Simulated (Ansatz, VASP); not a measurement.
TiSi in VASP and in Ansatz

File INCAR:

```
PREC = Accurate
ENCUT = 520
EDIFF = 1E-6
ISMEAR = 0
SIGMA = 0.15
LREAL = False
LASPH = True
NELM = 100
ALGO = Normal
ISIF = 2
LWAVE = False
LCHARG = False
GGA = PS
NBANDS = 15
```

Contents of KPOINTS:

```
regular mesh
0
Gamma
  24 24 18
```

Contents of POSCAR:

```
TiSi
1.0
    1.7735893227     -2.0329545789      0.0000000000
    1.7735893227      2.0329545789      0.0000000000
    0.0000000000      0.0000000000      3.9180971867
Ti Si
1 1
Direct
    0.5000000000      0.5000000000      0.0000000000
    0.0000000000      0.0000000000      0.5000000000
```

Input for Ansatz:

```yaml
crystal:
  lattice:
    - [1.7735893227, -2.0329545789, 0.0]
    - [1.7735893227, 2.0329545789, 0.0]
    - [0.0, 0.0, 3.9180971867]
  atoms:
    - { symbol: Ti, position: [0.5, 0.5, 0.0] }
    - { symbol: Si, position: [0.0, 0.0, 0.5] }
basis:
  ecutwfc: 420
kpoints:
  mp_grid: { grid: [24, 24, 18] }
hamiltonian:
  xc: pbesol
scf:
  occupations: { method: gaussian, width: 0.15 }
output:
  forces: true
  stress: true
  eigenvalues: true
```

Alike in both runs: task single point; functional PBEsol; k mesh 24 × 24 × 18; occupations gaussian, width 0.15 eV; no spin polarisation.

|  | VASP | Ansatz |
| --- | --- | --- |
| version | VASP 6.6.1 | Ansatz 0.2.0 |
| potentials or method | VASP PAW PBE potentials, release 64 (Ti_sv, Si), cutoff 520 eV | scalar-relativistic, plane waves, PAW |
| valence electrons in the cell | 16 | 16 |

|  | VASP | Ansatz | Ansatz less VASP |
| --- | --- | --- | --- |
| gap on the k mesh at the Fermi level (eV) | none | none | - |
| pressure (GPa) | -0.7 | -0.7 | -0.02 |
| traceless stress, the component that is largest in VASP (GPa) | -4.21 | -4.29 | -0.076 |

VASP's potentials were made for PBE, not for PBEsol. A gap of «none» marks a metal or a gap that the smearing closes.
